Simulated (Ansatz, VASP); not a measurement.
Two plane-wave programs on Zn

The input INCAR:

```
SYSTEM = Zn
PREC = Accurate
ENCUT = 520
EDIFF = 1E-6
ISMEAR = -1
SIGMA = 0.05
LREAL = .FALSE.
LASPH = .TRUE.
NELM = 100
ALGO = Normal
ISIF = 2
LWAVE = .FALSE.
LCHARG = .FALSE.
LDIPOL = .TRUE.
IDIPOL = 3
DIPOL = 0.5 0.5 0.500
GGA = PE
NBANDS = 58
```

Contents of KPOINTS:

```
regular mesh
0
G
  10 7 1
  0 0 0
```

Contents of POSCAR:

```
Zn
1.0
    2.7786128662      0.0000000000      0.0000000000
    0.0000000000      3.9295520000      0.0000000000
    0.0000000000      0.0000000000     24.7251450318
Zn
8
Direct
    0.5000000000      0.5000000000      0.3033349244
    0.0000000000      0.0000000000      0.3595249460
    0.5000000000      0.5000000000      0.4157149676
    0.0000000000      0.0000000000      0.4719049892
    0.5000000000      0.5000000000      0.5280950108
    0.0000000000      0.0000000000      0.5842850324
    0.5000000000      0.5000000000      0.6404750540
    0.0000000000      0.0000000000      0.6966650756
```

File input.yaml:

```yaml
crystal:
  lattice:
    - [2.7786128662, 0.0, 0.0]
    - [0.0, 3.929552, 0.0]
    - [0.0, 0.0, 24.7251450318]
  atoms:
    - { symbol: Zn, position: [0.5, 0.5, 0.3033349244] }
    - { symbol: Zn, position: [0.0, 0.0, 0.359524946] }
    - { symbol: Zn, position: [0.5, 0.5, 0.4157149676] }
    - { symbol: Zn, position: [0.0, 0.0, 0.4719049892] }
    - { symbol: Zn, position: [0.5, 0.5, 0.5280950108] }
    - { symbol: Zn, position: [0.0, 0.0, 0.5842850324] }
    - { symbol: Zn, position: [0.5, 0.5, 0.640475054] }
    - { symbol: Zn, position: [0.0, 0.0, 0.6966650756] }
hamiltonian:
  xc: pbe
  pseudopotentials: { kind: paw }
kpoints:
  mp_grid: { grid: [10, 7, 1] }
scf:
  occupations: { method: fermi_dirac, width: 0.05 }
output:
  forces: true
  eigenvalues: true
efield:
  axis: 3
  dipole_correction: true
  ramp_width: 0.04
```

Alike in both runs: task single point; functional PBE; k mesh 10 × 7 × 1; occupations fermi-dirac, width 0.05 eV; no spin polarisation.

|  | VASP | Ansatz |
| --- | --- | --- |
| version | VASP 6.6.1 | Ansatz 0.2.0 |
| potentials or method | VASP PAW PBE potentials, release 64 (Zn) | Ansatz PAW |
| plane-wave cutoff (eV) | 520 | 420 |
| valence electrons in the cell | 96 | 96 |

|  | VASP | Ansatz | Ansatz less VASP |
| --- | --- | --- | --- |
| gap on the k mesh at the Fermi level (eV) | none | none | - |
| rms of the force components (eV/Å) | 0.084 | 0.084 | +0.0001 |

Atom by atom the forces differ by 0.004 eV/Å (rms over components). A gap of «none» marks a metal or a gap that the smearing closes. With one functional, cell and mesh, what is left measures potentials, basis and numerics.
